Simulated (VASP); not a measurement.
Here is a VASP 6.6.1 calculation.

File INCAR:

```
  ALGO = Normal
  EDIFF = 1E-6
  ENCUT = 520
  GGA = PE
  ISIF = 2
  ISMEAR = 0
  IVDW = 12
  LASPH = T
  LCHARG = F
  LREAL = F
  LWAVE = F
  NBANDS = 14
  NELM = 80
  PREC = Accurate
  SIGMA = 0.15
```

The input KPOINTS:

```
k-points
0
Gamma
  18 18 6
```

File POSCAR:

```
Al
1.0
    2.8750286093      0.0000000000      0.0000000000
   -1.4375143047      2.4898478123      0.0000000000
    0.0000000000      0.0000000000      9.1417284690
Al
4
Direct
    0.0000000000      0.0000000000      0.0000000000
    0.3333333333      0.6666666667      0.2500000000
    0.0000000000      0.0000000000      0.5000000000
    0.6666666667      0.3333333333      0.7500000000
```

Potentials or basis: VASP PAW PBE potentials, release 64 (Al).

The run is started by

```bash
$ cat potpaw_PBE.64/Al/POTCAR > POTCAR
$ mpirun -np 1 vasp_std > vasp.out
```

**Question.** What does it give for the dispersion energy per atom?

**Answer.** -0.339 eV.

**Question.** Estimate the pressure.

**Answer.** -2.5 GPa.

Stress tensor (GPa, compression positive):
```
-3.43  0.00  0.00
 0.00 -3.43  0.00
 0.00  0.00 -0.68
```
